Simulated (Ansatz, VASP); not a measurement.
## One calculation of ZnS, two programs

```
Zn S
1.0
     4.11588    0.00000    0.00000
    -2.05794    3.56446    0.00000
     0.00000    0.00000    6.48336
Zn S
2 2
Cartesian
  0.0000 2.3763 0.0000
  2.0579 1.1882 3.2417
  0.0000 2.3763 2.4961
  2.0579 1.1882 5.7378
```

Change from the starting cell: strain +0.080 along x and y, +0.040 along z, atoms carried along.

Alike in both runs: task single point; functional PBE; k mesh 12 × 12 × 6; occupations gaussian, width 0.05 eV; no spin polarisation.

```csv
,VASP,Ansatz
version,VASP 6.6.1,Ansatz 0.2.0
potentials or method,"VASP PAW PBE potentials, release 64 (Zn, S), cutoff 520 eV","scalar-relativistic, plane waves, PAW"
valence electrons in the cell,36,36
```

|  | VASP | Ansatz | Ansatz less VASP |
| --- | --- | --- | --- |
| gap on the k mesh at the Fermi level (eV) | 1.33 | 1.33 | +0.002 |
| least direct gap on the mesh (eV) | 1.33 | 1.33 | +0.002 |
| pressure (GPa) | -7.8 | -7.9 | -0.07 |
| traceless stress, the component that is largest in VASP (GPa) | 1.51 | 1.51 | 0.000 |
| rms of the force components (eV/Å) | 0.078 | 0.078 | +0.0004 |

Atom by atom the forces differ by 0.000 eV/Å (rms over components). The functional is the same, so the differences come from potentials, cutoffs and numerics.
